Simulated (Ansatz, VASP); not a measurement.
## WS2: VASP beside Ansatz

```
CELL_PARAMETERS angstrom
3.18422 0.00000 0.00000
-1.59211 2.75762 0.00000
0.00000 0.00000 12.97828
ATOMIC_POSITIONS crystal
W 0.33333 0.66667 0.25000
W 0.66667 0.33333 0.75000
S 0.33333 0.66667 0.62980
S 0.66667 0.33333 0.12980
S 0.33333 0.66667 0.87020
S 0.66667 0.33333 0.37020
```

Alike in both runs: task relaxation of cell and atoms; functional PBE; k mesh 12 × 12 × 2; occupations gaussian, width 0.02 eV; no spin polarisation.

```csv
,VASP,Ansatz
version,VASP 6.6.1,Ansatz 0.2.0
potentials or method,"VASP PAW PBE potentials, release 64 (W_sv, S), cutoff 600 eV","scalar-relativistic, plane waves, PAW"
valence electrons in the cell,52,52
```

|  | VASP | Ansatz | Ansatz less VASP |
| --- | --- | --- | --- |
| gap on the k mesh at the Fermi level, each at its own relaxed structure (eV) | 1.58 | 1.63 | +0.045 |
| relaxed volume (Å³/atom) | 21.04 | 21.81 | +0.773 |
| relaxed cell length with the largest relative difference (Å) | 14.347 | 14.871 | +0.5241 |

Neither program's run includes spin-orbit coupling.
